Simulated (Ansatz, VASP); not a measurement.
Rh in VASP and in Ansatz

File INCAR:

```
PREC = Accurate
ENCUT = 520
EDIFF = 1E-6
ISMEAR = -1
SIGMA = 0.1
LREAL = F
LASPH = T
NELM = 80
ALGO = Normal
ISIF = 2
LWAVE = F
LCHARG = T
GGA = PE
LELF = T
LVHAR = T
NBANDS = 70
```

The input KPOINTS:

```
Automatic mesh
0
Gamma
  13 8 1
```

File POSCAR:

```
Rh
1.0
    2.7255731676      0.0000000000      0.0000000000
    0.0000000000      4.3908388266      0.0000000000
    0.0000000000      0.0000000000     23.8681000000
Rh
8
Direct
    0.0000000000      0.7500000000      0.3406795461
    0.5000000000      0.2500000000      0.3669700704
    0.5000000000      0.7500000000      0.4358231930
    0.0000000000      0.2500000000      0.4669132144
    0.0000000000      0.7500000000      0.5330867853
    0.5000000000      0.2500000000      0.5641768064
    0.5000000000      0.7500000000      0.6330299296
    0.0000000000      0.2500000000      0.6593204547
```

Input for Ansatz:

```yaml
crystal:
  lattice:
    - [2.7255731676, 0.0, 0.0]
    - [0.0, 4.3908388266, 0.0]
    - [0.0, 0.0, 23.8681]
  atoms:
    - { symbol: Rh, position: [0.0, 0.75, 0.3406795461] }
    - { symbol: Rh, position: [0.5, 0.25, 0.3669700704] }
    - { symbol: Rh, position: [0.5, 0.75, 0.435823193] }
    - { symbol: Rh, position: [0.0, 0.25, 0.4669132144] }
    - { symbol: Rh, position: [0.0, 0.75, 0.5330867853] }
    - { symbol: Rh, position: [0.5, 0.25, 0.5641768064] }
    - { symbol: Rh, position: [0.5, 0.75, 0.6330299296] }
    - { symbol: Rh, position: [0.0, 0.25, 0.6593204547] }
kpoints:
  mp_grid: { grid: [13, 8, 1] }
scf:
  occupations: { method: fermi_dirac, width: 0.1 }
hamiltonian:
  xc: pbe
  pseudopotentials: { kind: paw }
output:
  forces: true
  stress: true
  eigenvalues: true
  core_levels:
    shells: { Rh: ["3d"] }
    counted_from: fermi_level
    add_spin: false
```

Alike in both runs: task single point; functional PBE; k mesh 13 × 8 × 1; occupations fermi-dirac, width 0.1 eV; no spin polarisation.

|  | VASP | Ansatz |
| --- | --- | --- |
| version | VASP 6.6.1 | Ansatz 0.2.0 |
| potentials or method | VASP PAW PBE potentials, release 64 (Rh_pv) | PAW with Ansatz's default frozen-core files, scalar-relativistic |
| plane-wave cutoff (eV) | 520 | 420 |
| valence electrons in the cell | 120 | 136 |

```csv
,VASP,Ansatz,Ansatz less VASP
rms of the force components (eV/Å),0.002,0.003,+0.0008
```

Atom by atom the forces differ by 0.002 eV/Å (rms over components). VASP's potentials hold 120 valence electrons a cell and Ansatz's 136, so a difference there can come from the potentials and not from the codes.
